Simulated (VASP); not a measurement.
Wanted: the native input for a VASP 6.6.1 run.

```
Task                   : single point
Functional             : LDA
Potentials or basis    : VASP PAW LDA potentials, release 64 (In_d, Sb)
Cutoff                 : 520 eV
k mesh                 : 14 × 14 × 14
Occupations            : gaussian, width 0.15 eV
Spin                   : no spin polarisation
Dipole correction      : no
Further INCAR settings : ALGO = Normal; EDIFF = 1e-06; NBANDS = 16
```

The structure of InSb lies in POSCAR:

```
InSb
1.0
    0.0000000000      3.0735130000      3.1272994775
    3.0735130000      0.0000000000      3.1272994775
    3.0735130000      3.0735130000      0.0000000000
In Sb
1 1
Direct
    0.0000000000      0.0000000000      0.0000000000
    0.5000000000      0.5000000000      0.5000000000
```

This cell differs from its parent crystal: strain +0.0175 x Voigt [0, 0, 1, 0, 0, 0].

These files were run (other wordings do the same):

INCAR

```
PREC = Accurate ; ENCUT = 520
EDIFF = 1E-6 ; ISMEAR = 0
SIGMA = 0.15 ; LREAL = F
LASPH = T ; NELM = 60
ALGO = Normal ; ISIF = 2
LWAVE = F ; LCHARG = F
GGA = CA ; NBANDS = 16
```

KPOINTS

```
Automatic mesh
0
Gamma
  14 14 14
```

Potentials or basis: VASP PAW LDA potentials, release 64 (In_d, Sb).

Launch:

```bash
$ cat potpaw_LDA.64/In_d/POTCAR potpaw_LDA.64/Sb/POTCAR > POTCAR
$ mpirun -np 1 vasp_std > vasp.out
```

Results of the run:

```yaml
Pressure: -4.7 GPa
Band_gap_on_the_k_mesh: zero (bands 9 and 10 overlap by 2.57 eV)
```

Caveat: the cell differs from its parent crystal (strain +0.0175 x Voigt [0, 0, 1, 0, 0, 0]); the cell stands under tension; spin-orbit coupling is left out, which moves the levels of the heavy elements.

It took 110 s on 1 thread of AMD EPYC 9R45 96-Core Processor (Zen 5), on a shared host, peak memory 0.33 GiB.
